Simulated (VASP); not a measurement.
# KMgH3 (Pm-3m) in VASP: dielectric tensor with LDA

Aim: the dielectric tensor of KMgH3 with LDA.

All numbers are computed with VASP 6.6.1; they aren't measurements. Logs are shortened: lines on timing, memory, paths and dates and some standing lists are left out, and cuts for length are marked.

## Step 1: The cell of the first run

It takes space group Pm-3m (No. 221, cubic). Conventional cell: a = 4.025 Å, b = 4.025 Å, c = 4.025 Å, α = 90.00°, β = 90.00°, γ = 90.00°. K (site symmetry m-3m) has 12 H at 2.85 Å and 8 Mg at 3.49 Å within 3.7 Å. Mg (site symmetry m-3m) has 6 H at 2.01 Å within 2.7 Å. Within 2.7 Å of H (site symmetry 4/mmm) lie 2 Mg at 2.01 Å.

## Step 2: Dielectric tensor, LDA

The input, INCAR:

```
  PREC = Accurate
  ENCUT = 520
  EDIFF = 1E-8
  ISMEAR = 0
  SIGMA = 0.01
  LREAL = F
  LASPH = T
  NELM = 60
  ALGO = Normal
  ISIF = 2
  LWAVE = F
  LCHARG = F
  LEPSILON = T
```

The input, KPOINTS:

```
regular mesh
0
Gamma
  3 3 3
```

The input, POSCAR:

```
KMgH3
1.0
    4.0250000000      0.0000000000      0.0000000000
    0.0000000000      4.0250000000      0.0000000000
    0.0000000000      0.0000000000      4.0250000000
K Mg H
1 1 3
Direct
    0.0000000000      0.0000000000      0.0000000000
    0.5000000000      0.5000000000      0.5000000000
    0.0000000000      0.5000000000      0.5000000000
    0.5000000000      0.0000000000      0.5000000000
    0.5000000000      0.5000000000      0.0000000000
```

Potentials or basis: VASP PAW LDA potentials, release 64 (K_sv, Mg, H).

On the command line:

```sh
cat potpaw_LDA.64/K_sv/POTCAR potpaw_LDA.64/Mg/POTCAR potpaw_LDA.64/H/POTCAR > POTCAR
mpirun -np 1 vasp_std > vasp.out
```

OUTCAR:

```text
PREC = Accurate
   ENCUT = 520
   EDIFF = 1E-8
   ISMEAR = 0
   LREAL = F
   LASPH = T
   NELM = 60
   ISIF = 2
   LEPSILON = T

 ion  position               nearest neighbor table
   1  0.000  0.000  0.000-   2 3.49   2 3.49   2 3.49   2 3.49   2 3.49   2 3.49   2 3.49   2 3.49

   2  0.500  0.500  0.500-   3 2.01   4 2.01   5 2.01   5 2.01   4 2.01   3 2.01   1 3.49   1 3.49
                             1 3.49   1 3.49   1 3.49   1 3.49   1 3.49   1 3.49
   3  0.000  0.500  0.500-   2 2.01   2 2.01
   4  0.500  0.000  0.500-   2 2.01   2 2.01
   5  0.500  0.500  0.000-   2 2.01   2 2.01

  LATTYP: Found a simple cubic cell.
 ALAT       =     4.0250000000

  Lattice vectors:

 A1 = (   4.0250000000,   0.0000000000,   0.0000000000)
 A2 = (   0.0000000000,   4.0250000000,   0.0000000000)
 A3 = (   0.0000000000,   0.0000000000,   4.0250000000)

Analysis of symmetry for initial positions (statically):
=====================================================================
 Subroutine PRICEL returns:
 Original cell was already a primitive cell.

 Routine SETGRP: Setting up the symmetry group for a
 simple cubic supercell.

 Subroutine GETGRP returns: Found 48 space group operations
 (whereof 48 operations were pure point group operations)
 out of a pool of 48 trial point group operations.

The static configuration has the point symmetry O_h .

Analysis of symmetry for dynamics (positions and initial velocities):
=====================================================================
 Subroutine PRICEL returns:
 Original cell was already a primitive cell.

 Routine SETGRP: Setting up the symmetry group for a
 simple cubic supercell.

 Subroutine GETGRP returns: Found 48 space group operations
 (whereof 48 operations were pure point group operations)
 out of a pool of 48 trial point group operations.

The dynamic configuration has the point symmetry O_h .

 Subroutine INISYM returns: Found 48 space group operations
 (whereof 48 operations are pure point group operations),
 and found     1 'primitive' translations

----------------------------------------------------------------------------------------

                                     Primitive cell

  volume of cell :      65.2075

  direct lattice vectors                    reciprocal lattice vectors
     4.025000000  0.000000000  0.000000000     0.248447205  0.000000000  0.000000000
     0.000000000  4.025000000  0.000000000     0.000000000  0.248447205  0.000000000
     0.000000000  0.000000000  4.025000000     0.000000000  0.000000000  0.248447205

  length of vectors
     4.025000000  4.025000000  4.025000000     0.248447205  0.248447205  0.248447205

  position of ions in fractional coordinates (direct lattice)
     0.000000000  0.000000000  0.000000000
     0.500000000  0.500000000  0.500000000
     0.000000000  0.500000000  0.500000000
     0.500000000  0.000000000  0.500000000
     0.500000000  0.500000000  0.000000000

  ion indices of the primitive-cell ions
   primitive index   ion index
                 1           1
                 2           2
                 3           3
                 4           4
                 5           5

----------------------------------------------------------------------------------------

 KPOINTS: regular mesh

Automatic generation of k-mesh.
 Grid dimensions read from file:
 generate k-points for:    3    3    3

 Generating k-lattice:

  Cartesian coordinates                     Fractional coordinates (reciprocal lattice)
     0.082815735  0.000000000  0.000000000     0.333333333  0.000000000  0.000000000
     0.000000000  0.082815735  0.000000000     0.000000000  0.333333333  0.000000000
     0.000000000  0.000000000  0.082815735     0.000000000  0.000000000  0.333333333

  Length of vectors
     0.082815735  0.082815735  0.082815735

  Shift w.r.t. Gamma in fractional coordinates (k-lattice)
     0.000000000  0.000000000  0.000000000

 Subroutine IBZKPT returns following result:
 ===========================================

 Found      4 irreducible k-points:

 Following reciprocal coordinates:
            Coordinates               Weight
  0.000000  0.000000  0.000000      1.000000
  0.333333  0.000000  0.000000      6.000000
  0.333333  0.333333  0.000000     12.000000
  0.333333  0.333333  0.333333      8.000000
   k-points           NKPTS =      4   k-points in BZ     NKDIM =      4   number of bands    NBANDS=     11
   number of dos      NEDOS =    301   number of ions     NIONS =      5
   total plane-waves  NPLWV =  27000
   dimension x,y,z NGX =    30 NGY =   30 NGZ =   30
   dimension x,y,z NGXF=    60 NGYF=   60 NGZF=   60
   ions per type =               1   1   3
   NGX,Y,Z   is equivalent  to a cutoff of  12.39, 12.39, 12.39 a.u.
   NGXF,Y,Z  is equivalent  to a cutoff of  24.78, 24.78, 24.78 a.u.
 SYSTEM =  unknown system
   PREC   = accura    normal or accurate (medium, high low for compatibility)
   ISTART =      0    job   : 0-new  1-cont  2-samecut
   ICHARG =      2    charge: 1-file 2-atom 10-const
   ISPIN  =      1    spin polarized calculation?
   LNONCOLLINEAR =      F non collinear calculations
   LSORBIT =      F    spin-orbit coupling
   LASPH  =      T    aspherical Exc in radial PAW
   ENCUT  =  520.0 eV  38.22 Ry    6.18 a.u.   7.48  7.48  7.48*2*pi/ulx,y,z
   NELM   =     60;   NELMIN=  2; NELMDL= -5     # of ELM steps
   EDIFF  = 0.1E-07   stopping-criterion for ELM
   LREAL  =      F    real-space projection
   EDIFFG = 0.1E-06   stopping-criterion for IOM
   NSW    =      0    number of steps for IOM
   IBRION =     -1    ionic relax: 0-MD 1-quasi-New 2-CG
   NFREE  =      0    steps in history (QN), initial steepest desc. (CG)
   ISIF   =      2    stress and relaxation
   ISYM   =      2    0-nonsym 1-usesym 2-fastsym
   POTIM  = 0.5000    time-step for ionic-motion
   TEBEG  =    0.0;   TEEND  =   0.0 temperature during run
   PSTRESS=    0.0 pullay stress
   NELECT =      14.0000    total number of electrons
   NUPDOWN=      -1.0000    fix difference up-down
   EMIN   =  10.00;   EMAX   =-10.00  energy-range for DOS
   EFERMI =   0.00;   METHOD = LEGACY
   ISMEAR =     0;   SIGMA  =   0.01  broadening in eV -4-tet -1-fermi 0-gaus
   EFERMI_NEDOS =   21; number of points for ismear=-14 and -15
   IALGO  =     38    algorithm
   IMIX   =      4    mixing-type and parameters
     AMIX     =   0.40;   BMIX     =  1.00
     AMIX_MAG =   1.60;   BMIX_MAG =  1.00
  volume/ion in A,a.u.               =      13.04        88.01
  Fermi-wavevector in a.u.,A,eV,Ry     =   0.980283  1.852467 13.074593  0.960955
  Thomas-Fermi vector in A             =   2.111202
   LORBIT       =      0    0 simple, 1 ext, 2 COOP (PROOUT), +10 PAW based schemes
   GGA     = CA    functional components
   LHFCALC =     F    Hartree Fock is set to
   AEXX    =    0.0000 exact exchange contribution
   IVDW    =     0    specifies the selected vdW correction
   LEPSILON=     T    determine dielectric tensor
   LRPA    =     F    only Hartree local field effects (RPA)
 non-spin polarized calculation
 Gauss-broadening in eV      SIGMA  =   0.01
  energy-cutoff  :      520.00
  volume of cell :       65.21
 maximum number of plane-waves:      1791
 NGX is ok and might be reduce to    30
   NGX = 15   NGY = 15   NGZ = 15

--------------------------------------- Ionic step        1  -------------------------------------------

 number of electron      13.9999997 magnetization

 E-fermi :  -0.3695     XC(G=0):  -8.8117

 val. band max:       -0.4326150159   @ k =   0.3333   0.0000   0.0000
 cond. band min:       2.9061778113   @ k =   0.3333   0.3333   0.3333
 fundamental gap:      3.3387928272
 Fermi energy:        -0.3694730553

 k-point     1 :       0.0000    0.0000    0.0000
  band No.  band energies     occupation
      1     -29.0079      2.00000
      2     -12.7059      2.00000
      3     -12.7059      2.00000
      4     -12.7059      2.00000
      5      -5.9221      2.00000
      6      -0.7864      2.00000
      7      -0.7864      2.00000
      8       5.1979      0.00000
      9       5.1979      0.00000
     10       5.1979      0.00000
     11       7.5557      0.00000

 k-point     2 :       0.3333    0.0000    0.0000
  band No.  band energies     occupation
      1     -28.9980      2.00000
      2     -12.9049      2.00000
      3     -12.6895      2.00000
      4     -12.6895      2.00000
      5      -4.9324      2.00000
      6      -2.3031      2.00000
      7      -0.4326      2.00000
      8       4.8717      0.00000
      9       4.8717      0.00000
     10       5.7265      0.00000
     11       6.1323      0.00000

 k-point     3 :       0.3333    0.3333    0.0000
  band No.  band energies     occupation
      1     -28.9886      2.00000
      2     -12.8727      2.00000
      3     -12.8537      2.00000
      4     -12.6739      2.00000
      5      -4.1813      2.00000
      6      -2.0101      2.00000
      7      -1.7065      2.00000
      8       4.0202      0.00000
      9       5.1350      0.00000
     10       5.4229      0.00000
     11       6.6855      0.00000

 k-point     4 :       0.3333    0.3333    0.3333
  band No.  band energies     occupation
      1     -28.9795      2.00000
      2     -12.8424      2.00000
      3     -12.8206      2.00000
      4     -12.8206      2.00000
      5      -3.5543      2.00000
      6      -2.0583      2.00000
      7      -2.0583      2.00000
      8       2.9062      0.00000
      9       5.1132      0.00000
     10       5.2673      0.00000
     11       5.2673      0.00000

  FORCE on cell =-STRESS in cart. coord.  units (eV):
  Direction    XX          YY          ZZ          XY          YZ          ZX
  --------------------------------------------------------------------------------------
  -------------------------------------------------------------------------------------
  Total       -1.3124307     -1.3124307     -1.3124307     -0.0000000     -0.0000000     -0.0000000
  in kB      -32.2469992    -32.2469992    -32.2469992     -0.0000000     -0.0000000     -0.0000000
  external PRESSURE =     -32.2469992 kB  Pullay stress =       0.0000000 kB

 VOLUME and BASIS-vectors are now :
 -----------------------------------------------------------------------------
  energy-cutoff  :      520.00
  volume of cell :       65.21
      direct lattice vectors                 reciprocal lattice vectors
     4.025000000  0.000000000  0.000000000     0.248447205  0.000000000  0.000000000
     0.000000000  4.025000000  0.000000000     0.000000000  0.248447205  0.000000000
     0.000000000  0.000000000  4.025000000     0.000000000  0.000000000  0.248447205

 POSITION                                       TOTAL-FORCE (eV/Angst)
 -----------------------------------------------------------------------------------
      0.00000      0.00000      0.00000         0.000000      0.000000      0.000000
      2.01250      2.01250      2.01250         0.000000      0.000000      0.000000
      0.00000      2.01250      2.01250         0.000000      0.000000      0.000000
      2.01250      0.00000      2.01250         0.000000      0.000000      0.000000
      2.01250      2.01250      0.00000         0.000000      0.000000      0.000000
 -----------------------------------------------------------------------------------
    total drift:                                0.000000      0.000000     -0.000000

  FREE ENERGIE OF THE ION-ELECTRON SYSTEM (eV)
  ---------------------------------------------------
  free  energy   TOTEN  =       -15.0917787329 eV

  energy  without entropy=      -15.0917787329  energy(sigma->0) =      -15.09177873

 HEAD OF MICROSCOPIC STATIC DIELECTRIC TENSOR (INDEPENDENT PARTICLE, excluding Hartree and local field effects)
 ------------------------------------------------------
           3.967429    -0.000000     0.000000
           0.000000     3.967429     0.000000
           0.000000    -0.000000     3.967429
 ------------------------------------------------------

 Free energy of the ion-electron system (eV)
  ---------------------------------------------------
  ---------------------------------------------------
  free energy    TOTEN  =        -0.55431778 eV

  energy without entropy =       -0.55431778

------------------------ aborting loop because EDIFF is reached ----------------------------------------

--------------------------------------- Ionic step        2  -------------------------------------------

------------------------ aborting loop because EDIFF is reached ----------------------------------------

--------------------------------------- Ionic step        3  -------------------------------------------

 Free energy of the ion-electron system (eV)
  ---------------------------------------------------
  ---------------------------------------------------
  free energy    TOTEN  =        -0.55431775 eV

  energy without entropy =       -0.55431775

------------------------ aborting loop because EDIFF is reached ----------------------------------------

 PIEZOELECTRIC TENSOR FIELD DIRECTION 3  (e Angst)
 -----------------------------------------------------------------------------
    -0.00209  0.00000 -0.00000           (  0.00000  0.00000 -0.00000)
     0.00000 -0.00209  0.00000           (  0.00000  0.00000  0.00000)
     0.00000 -0.00000  0.00406           ( -0.00000  0.00000  0.00001)

 PIEZOELECTRIC TENSOR FIELD DIRECTION 3  (C/m^2)
 -----------------------------------------------------------------------------
    -0.00051  0.00000 -0.00000
     0.00000 -0.00051  0.00000
     0.00000 -0.00000  0.00100

 MACROSCOPIC STATIC DIELECTRIC TENSOR (including local field effects in DFT)
 ------------------------------------------------------
           3.787070     0.000000     0.000000
           0.000000     3.787070    -0.000000
           0.000000     0.000000     3.787070
 ------------------------------------------------------

 PIEZOELECTRIC TENSOR (including local field effects)  for field in x, y, z        (e  Angst)
          XX          YY          ZZ          XY          YZ          ZX
  --------------------------------------------------------------------------------
  x     0.00000     0.00000     0.00000     0.00000     0.00000     0.00000
  y     0.00000     0.00000     0.00000     0.00000     0.00000     0.00000
  z     0.00000     0.00000     0.00000     0.00000     0.00000     0.00000

 PIEZOELECTRIC TENSOR (including local field effects)  for field in x, y, z        (C/m^2)
          XX          YY          ZZ          XY          YZ          ZX
  --------------------------------------------------------------------------------
  x     0.00000     0.00000     0.00000     0.00000     0.00000     0.00000
  y     0.00000     0.00000     0.00000     0.00000     0.00000     0.00000
  z     0.00000     0.00000     0.00000     0.00000     0.00000     0.00000

 BORN EFFECTIVE CHARGES (including local field effects) (in |e|, cummulative output)
 ---------------------------------------------------------------------------------
 ion    1
    1     0.99659     0.00000     0.00000
    2    -0.00000     0.99659     0.00000
    3     0.00000     0.00000     0.99659
 ion    2
    1     1.90762     0.00000    -0.00000
    2    -0.00000     1.90762    -0.00000
    3     0.00000     0.00000     1.90762
 ion    3
    1    -1.27132    -0.00000    -0.00000
    2     0.00000    -0.81644     0.00000
    3    -0.00000     0.00000    -0.81644
 ion    4
    1    -0.81644     0.00000     0.00000
    2    -0.00000    -1.27132    -0.00000
    3     0.00000     0.00000    -0.81644
 ion    5
    1    -0.81644     0.00000    -0.00000
    2    -0.00000    -0.81644     0.00000
    3    -0.00000    -0.00000    -1.27132
```

Wall time 47 s (1 thread of Intel Xeon Platinum 8488C (Sapphire Rapids), shared host); peak memory 0.16 GiB.

What came out:

* Band gap on the k mesh: 3.34 eV, indirect (least direct gap 4.96 eV)
* Electronic dielectric tensor (diagonal): 3.79
* Born charges (mean of the diagonal): K +1.00; Mg +1.91; H -0.97 e

Electronic dielectric tensor:
```
3.79 0.00 0.00
0.00 3.79 0.00
0.00 0.00 3.79
```

Born effective charge tensors (e):
atom 1, K
```
1.00 0.00 0.00
0.00 1.00 0.00
0.00 0.00 1.00
```
atom 2, Mg
```
1.91 0.00 0.00
0.00 1.91 0.00
0.00 0.00 1.91
```
atom 3, H
```
-1.27  0.00  0.00
 0.00 -0.82  0.00
 0.00  0.00 -0.82
```
atom 4, H
```
-0.82  0.00  0.00
 0.00 -1.27  0.00
 0.00  0.00 -0.82
```
atom 5, H
```
-0.82  0.00  0.00
 0.00 -0.82  0.00
 0.00  0.00 -1.27
```

Caveat: the k points lie up to 0.52 Å⁻¹ apart. A hybrid or GW would open this gap; LDA tends to underestimate it.
